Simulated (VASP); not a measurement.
Cu: single point with PBEsol

Crystal: Cu.

```
CELL_PARAMETERS angstrom
1.81734 1.81734 0.00000
-1.77280 1.77280 0.00000
0.00000 0.00000 3.54560
ATOMIC_POSITIONS crystal
Cu 0.00000 0.00000 0.00000
Cu 0.50000 0.50000 0.50000
```

This cell differs from its parent crystal: uniaxial strain along a: +2.0 %.

```json
{
 "Program": "VASP 6.6.1",
 "Task": "single point",
 "Functional": "PBEsol",
 "Potentials or basis": "VASP PAW PBE potentials, release 64 (Cu)",
 "Cutoff": "520 eV",
 "k mesh": "20 × 20 × 14",
 "Occupations": "gaussian, width 0.1 eV",
 "Spin": "no spin polarisation",
 "Dipole correction": "no",
 "Further INCAR settings": "ALGO = Fast; EDIFF = 1e-06; NBANDS = 18"
}
```

| Property | Result |
| --- | --- |
| Pressure | -0.3 GPa |
| Band gap on the k mesh | zero (bands 11 and 12 overlap by 8.19 eV) |

Stress tensor (GPa, compression positive):
```
-0.42 -2.34  0.00
-2.34 -0.42  0.00
 0.00  0.00 -0.01
```

Levels at points of the mesh, in eV from the Fermi level:
| k point | band 8 | band 9 | band 10 | band 11 | band 12 | band 13 | band 14 | band 15 |
| --- | --- | --- | --- | --- | --- | --- | --- | --- |
| (0.00, 0.00, 0.00) | -2.22 | -1.68 | -1.51 | -1.50 | 1.61 | 7.55 | 12.50 | 13.70 |
| (0.50, 0.00, 0.00) | -2.55 | -2.25 | -2.25 | -0.46 | -0.46 | 9.85 | 9.85 | 11.20 |
| (0.00, 0.50, 0.00) | -2.68 | -2.30 | -2.30 | -0.22 | -0.22 | 10.17 | 10.17 | 11.45 |
| (0.50, 0.50, 0.00) | -1.52 | -1.49 | -1.49 | 1.34 | 1.34 | 7.22 | 7.22 | 13.39 |
| (0.00, 0.00, 0.50) | -2.50 | -2.41 | -2.41 | -1.99 | -1.99 | 16.73 | 16.73 | 17.88 |
| (0.50, 0.00, 0.50) | -1.71 | -1.63 | -1.63 | -1.25 | -1.25 | 3.74 | 3.74 | 21.51 |
| (0.00, 0.50, 0.50) | -1.66 | -1.64 | -1.64 | -1.02 | -1.02 | 4.08 | 4.08 | 20.99 |
| (0.50, 0.50, 0.50) | -2.30 | -1.53 | -1.53 | 6.20 | 6.20 | 6.38 | 6.38 | 8.38 |

Run time: 8.4 min on 1 thread of Intel Xeon 8259CL, on a shared host, peak memory 0.41 GiB.

Caveat: the cell differs from its parent crystal (uniaxial strain along a: +2.0 %); the PAW data sets were made with another functional, which shifts forces and pressure a little.
